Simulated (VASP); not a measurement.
Write the native input for VASP 6.6.1 that does the following.

- Task: single point
- Functional: PBEsol-based screened hybrid with 25 % exact exchange
- Potentials or basis: VASP PAW PBE potentials, release 64 (Sb_d_GW)
- Cutoff: 400 eV
- k mesh: 5 × 5 × 5
- Occupations: fermi-dirac, width 0.05 eV
- Spin: no spin polarisation
- Dipole correction: no
- Grid for exact exchange (PRECFOCK): Normal
- Share of exact exchange: 0.25
- Further INCAR settings: ALGO = Normal; EDIFF = 1e-06; NBANDS = 14
- Screening parameter: 0.207 1/Å

The system is Sb.

```xyz
1
Lattice="0.0000 2.3487 2.3487 2.3487 0.0000 2.3487 2.3487 2.3487 0.0000" Properties=species:S:1:pos:R:3 pbc="T T T"
Sb    0.0000    0.0000    0.0000
```

This isn't the form of Sb at room conditions, which is rhombohedral.

These files were run (other wordings do the same):

POSCAR

```
Sb
1.0
    0.0000000000      2.3486954822      2.3486954822
    2.3486954822      0.0000000000      2.3486954822
    2.3486954822      2.3486954822      0.0000000000
Sb
1
Direct
    0.0000000000      0.0000000000      0.0000000000
```

INCAR.step1

```
PREC = Accurate
ENCUT = 400
EDIFF = 1E-5
ISMEAR = -1
SIGMA = 0.05
LREAL = False
LASPH = True
NELM = 120
ALGO = Normal
ISIF = 2
LWAVE = True
NBANDS = 14
GGA = PE
GGA_COMPAT = False
```

INCAR.step2

```
PREC = Accurate
ENCUT = 400
EDIFF = 1E-6
ISMEAR = -1
SIGMA = 0.05
LREAL = False
LASPH = True
NELM = 120
ALGO = Normal
ISIF = 2
LWAVE = False
LCHARG = True
GGA = PS
LHFCALC = True
AEXX = 0.25
HFSCREEN = 0.207
PRECFOCK = Normal
LELF = True
LVHAR = True
NBANDS = 14
ISTART = 1
GGA_COMPAT = False
```

KPOINTS

```
Automatic mesh
0
Gamma
  5 5 5
```

Potentials or basis: VASP PAW PBE potentials, release 64 (Sb_d_GW).

The run is started by

```bash
$ cat potpaw_PBE.64/Sb_d_GW/POTCAR > POTCAR
$ cp INCAR.step1 INCAR
$ mpirun -np 1 vasp_std > vasp.out
$ cp INCAR.step2 INCAR
$ mpirun -np 1 vasp_std > vasp.out
```

It gave:

```json
{
  "Pressure": "-0.6 GPa",
  "Band gap on the k mesh": "zero (an odd number of electrons rules out a gap without spin polarisation)"
}
```

Caveat: the k points lie up to 0.46 Å⁻¹ apart, too coarse for converged energies and pressures of a metal; the PAW data sets were made with another functional, which shifts forces and pressure a little; spin-orbit coupling is left out, which moves the levels of the heavy elements.

Run time: 6.5 min on 1 thread of Intel(R) Xeon(R) Platinum 8259CL CPU @ 2.50GHz (Skylake/Cascade Lake), on a shared host, peak memory 0.25 GiB.
